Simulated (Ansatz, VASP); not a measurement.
## TiO2 in VASP and in Ansatz

```xyz
3
Lattice="0.0000 2.3968 2.5167 2.3968 0.0000 2.5167 2.3968 2.3968 0.0000" Properties=species:S:1:pos:R:3 pbc="T T T"
Ti    0.0000    0.0000    0.0000
O     1.1984    1.1984    1.2583
O     3.5952    3.5952    3.7750
```

Change from the starting cell: uniaxial_z strain +5.0%.

Alike in both runs: task single point; functional PBE; k mesh 10 × 10 × 10; occupations fermi-dirac, width 0.02 eV; no spin polarisation.

```csv
,VASP,Ansatz
version,VASP 6.6.1,Ansatz 0.2.0
potentials or method,"VASP PAW PBE potentials, release 64 (Ti_sv, O)","plane waves, PAW"
plane-wave cutoff (eV),520,420
valence electrons in the cell,24,24
```

Ansatz gave:

| Property | Result |
| --- | --- |
| gap on the k mesh at the Fermi level (eV) | 0.78 |
| pressure (GPa) | -5.9 |
| traceless stress, the component that is largest in VASP (GPa) | -16.22 |

**Question.** Which values does VASP return?

**Answer.** gap on the k mesh at the Fermi level (eV): 0.76; pressure (GPa): -5.2; traceless stress, the component that is largest in VASP (GPa): -16.15.

With one functional, cell and mesh, what is left measures potentials, basis and numerics.
